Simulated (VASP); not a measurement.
Input of a VASP 6.6.1 run:

The input POSCAR:

```
Ta2C
1.0
    3.1114910598      0.0000000000      0.0000000000
   -1.5557455299      2.6946303015      0.0000000000
    0.0000000000      0.0000000000      4.9420184107
Ta C
2 1
Direct
    0.3333333333      0.6666666667      0.2535410675
    0.6666666667      0.3333333333      0.7464589325
    0.0000000000      0.0000000000      0.0000000000
```

INCAR.step1

```
SYSTEM = Ta2C
ALGO = Normal ; EDIFF = 1E-4
ENCUT = 520 ; GGA = PE
ISMEAR = -1 ; LASPH = .TRUE.
LCHARG = .FALSE. ; LREAL = .FALSE.
LWAVE = .TRUE. ; NBANDS = 20
NELM = 100 ; PREC = Accurate
SIGMA = 0.1
```

Contents of INCAR.step2:

```
SYSTEM = Ta2C
ALGO = Normal ; EDIFF = 1E-6
ENCUT = 520 ; ISIF = 2
ISMEAR = -1 ; ISTART = 1
LASPH = .TRUE. ; LCHARG = .TRUE.
LELF = .TRUE. ; LMIXTAU = .TRUE.
LREAL = .FALSE. ; LVHAR = .TRUE.
LWAVE = .FALSE. ; METAGGA = R2SCAN
NBANDS = 20 ; NELM = 100
PREC = Accurate ; SIGMA = 0.1
```

KPOINTS

```
k-points
0
G
  11 11 6
  0 0 0
```

Potentials or basis: VASP PAW PBE potentials, release 64 (Ta_pv, C).

Command:

```bash
$ cat potpaw_PBE.64/Ta_pv/POTCAR potpaw_PBE.64/C/POTCAR > POTCAR
$ cp INCAR.step1 INCAR
$ mpirun -np 1 vasp_std > vasp.out
$ cp INCAR.step2 INCAR
$ mpirun -np 1 vasp_std > vasp.out
```

(1) Predict the pressure.

(2) Predict the band gap on the k mesh.

Results:

(1) 0.7 GPa.

(2) zero (band 13 reaches 7.08 eV, above the bottom of band 14 at 6.33 eV).

Caveat: the PAW data sets were made with another functional, which shifts forces and pressure a little; spin-orbit coupling is left out, which moves the levels of the heavy elements.
